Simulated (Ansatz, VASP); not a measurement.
## Os in VASP and in Ansatz

```
Os
1.0
     2.73410    0.00000    0.00000
    -1.36705    2.36780    0.00000
     0.00000    0.00000    4.31970
Os
2
Direct
  0.33333 0.66667 0.20370
  0.66667 0.33333 0.75000
```

Alike in both runs: task single point; functional PBE; k mesh 18 × 18 × 12; occupations gaussian, width 0.15 eV; no spin polarisation.

|  | VASP | Ansatz |
| --- | --- | --- |
| version | VASP 6.6.1 | Ansatz 0.2.0 |
| potentials or method | VASP PAW PBE potentials, release 64 (Os), cutoff 520 eV | scalar-relativistic, plane waves, PAW |
| valence electrons in the cell | 16 | 32 |

|  | VASP | Ansatz | Ansatz less VASP |
| --- | --- | --- | --- |
| gap on the k mesh at the Fermi level (eV) | none | none | - |
| pressure (GPa) | 18.9 | 18.6 | -0.38 |
| traceless stress, the component that is largest in VASP (GPa) | 9.11 | 9.27 | +0.167 |
| rms of the force components (eV/Å) | 2.242 | 2.259 | +0.0169 |

Atom by atom the forces differ by 0.017 eV/Å (rms over components). A gap of «none» marks a metal or a gap that the smearing closes. VASP's potentials hold 16 valence electrons a cell and Ansatz's 32, so a difference there can come from the potentials and not from the codes.

Spin-orbit coupling is off throughout.
